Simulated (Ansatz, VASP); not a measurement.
One calculation of CoO, two programs

INCAR

```
PREC = Accurate
ENCUT = 520
EDIFF = 1E-6
ISMEAR = -1
SIGMA = 0.05
LREAL = F
LASPH = T
NELM = 150
ALGO = Normal
ISIF = 2
LWAVE = F
LCHARG = F
ISPIN = 2
MAGMOM = 2 0
LORBIT = 11
LMAXMIX = 4
GGA = CA
NBANDS = 18
```

The input KPOINTS:

```
Automatic mesh
0
Gamma
  10 10 10
```

Contents of POSCAR:

```
CoO
1.0
    1.6022198417      0.9250420569      2.5664708903
   -1.6022198417      0.9250420569      2.5664708903
    0.0000000000     -1.8500841138      2.5664708903
Co O
1 1
Direct
    0.9989783200      0.9989783200      0.9989783200
    0.7510210300      0.7510210300      0.7510210300
```

Contents of input.yaml:

```yaml
crystal:
  lattice:
    - [1.6022198417, 0.9250420569, 2.5664708903]
    - [-1.6022198417, 0.9250420569, 2.5664708903]
    - [0.0, -1.8500841138, 2.5664708903]
  atoms:
    - { symbol: Co, position: [0.99897832, 0.99897832, 0.99897832], spin: 2.0 }
    - { symbol: O, position: [0.75102103, 0.75102103, 0.75102103] }
hamiltonian:
  xc: lda
  pseudopotentials: { kind: paw }
magnetization:
  spin_polarized: true
kpoints:
  mp_grid: { grid: [10, 10, 10] }
scf:
  occupations: { method: fermi_dirac, width: 0.05 }
output:
  forces: true
  stress: true
  eigenvalues: true
```

Alike in both runs: task single point; functional LDA; k mesh 10 × 10 × 10; occupations fermi-dirac, width 0.05 eV; collinear spin.

|  | VASP | Ansatz |
| --- | --- | --- |
| version | VASP 6.6.1 | Ansatz 0.2.0 |
| potentials or method | VASP PAW LDA potentials, release 64 (Co, O) | Ansatz PAW |
| plane-wave cutoff (eV) | 520 | 420 |
| valence electrons in the cell | 15 | 23 |

VASP gave:

```
gap on the k mesh at the Fermi level (eV)                     : none
pressure (GPa)                                                : -17.6
traceless stress, the component that is largest in VASP (GPa) : 2.81
rms of the force components (eV/Å)                            : 0.113
net moment per atom (μB)                                      : 1.21
size of the moment on the site where the two differ most (μB) : 0.25
```

Question: What did Ansatz give for the same quantities?

Answer: gap on the k mesh at the Fermi level (eV): none; pressure (GPa): -15.8; traceless stress, the component that is largest in VASP (GPa): 2.93; rms of the force components (eV/Å): 0.110; net moment per atom (μB): 1.32; size of the moment on the site where the two differ most (μB): 0.30.

The net moments are unlike, so the other rows may belong to different states. LDA's correlation is that of Perdew and Zunger in VASP and of Perdew and Wang (1992) in Ansatz. Site moments also hang on the region over which each program counts them. Atom by atom the forces differ by 0.003 eV/Å (rms over components). A gap of «none» marks a metal or a gap that the smearing closes. VASP's potentials hold 15 valence electrons a cell and Ansatz's 23, so a difference there can come from the potentials and not from the codes.
